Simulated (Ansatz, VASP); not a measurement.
Bi: VASP beside Ansatz

```xyz
2
Lattice="3.7113 0.0000 0.0000 -1.8557 3.2141 0.0000 0.0000 0.0000 6.1072" Properties=species:S:1:pos:R:3 pbc="T T T"
Bi    0.0000    2.1427    1.5268
Bi    1.8557    1.0714    4.5804
```

Alike in both runs: task single point; functional RPBE; k mesh 17 × 17 × 9; occupations fermi-dirac, width 0.1 eV; no spin polarisation.

```csv
,VASP,Ansatz
version,VASP 6.6.1,Ansatz 0.2.0
potentials or method,"VASP PAW PBE potentials, release 64 (Bi_d), cutoff 520 eV","plane waves (420 eV) with PAW, scalar-relativistic"
valence electrons in the cell,30,30
```

VASP gave:

```
pressure (GPa)                                                : -4.2
traceless stress, the component that is largest in VASP (GPa) : 0.34
```

What did Ansatz give for the same quantities?

Pressure (GPa): -4.1; traceless stress, the component that is largest in VASP (GPa): 0.34.

VASP's potentials were made for PBE, not for RPBE.

Spin-orbit coupling is off throughout.
